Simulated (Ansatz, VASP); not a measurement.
# CdTeSe3 in VASP and in Ansatz

```
Cd Te Se
1.0
     5.35025    0.00000    0.00000
     0.00000    5.35025    0.00000
     0.00000    0.00000    5.14737
Cd Te Se
1 1 3
Direct
  0.00000 0.00000 0.50000
  0.00000 0.00000 0.00000
  0.00000 0.50000 0.00000
  0.50000 0.00000 0.00000
  0.50000 0.50000 0.50000
```

Alike in both runs: task single point; functional PBE; k mesh 4 × 4 × 4; occupations gaussian, width 0.1 eV; no spin polarisation.

|  | VASP | Ansatz |
| --- | --- | --- |
| version | VASP 6.6.1 | Ansatz 0.2.0 |
| potentials or method | VASP PAW PBE potentials, release 64 (Cd, Te, Se), cutoff 520 eV | scalar-relativistic, plane waves, PAW |
| valence electrons in the cell | 36 | 84 |

```tsv
	VASP	Ansatz	Ansatz less VASP
gap on the k mesh at the Fermi level (eV)	none	none	-
pressure (GPa)	3.8	3.6	-0.12
traceless stress, the component that is largest in VASP (GPa)	3.55	3.36	-0.187
```

A gap of «none» marks a metal or a gap that the smearing closes. VASP's potentials hold 36 valence electrons a cell and Ansatz's 84, so a difference there can come from the potentials and not from the codes.

Neither program's run includes spin-orbit coupling.
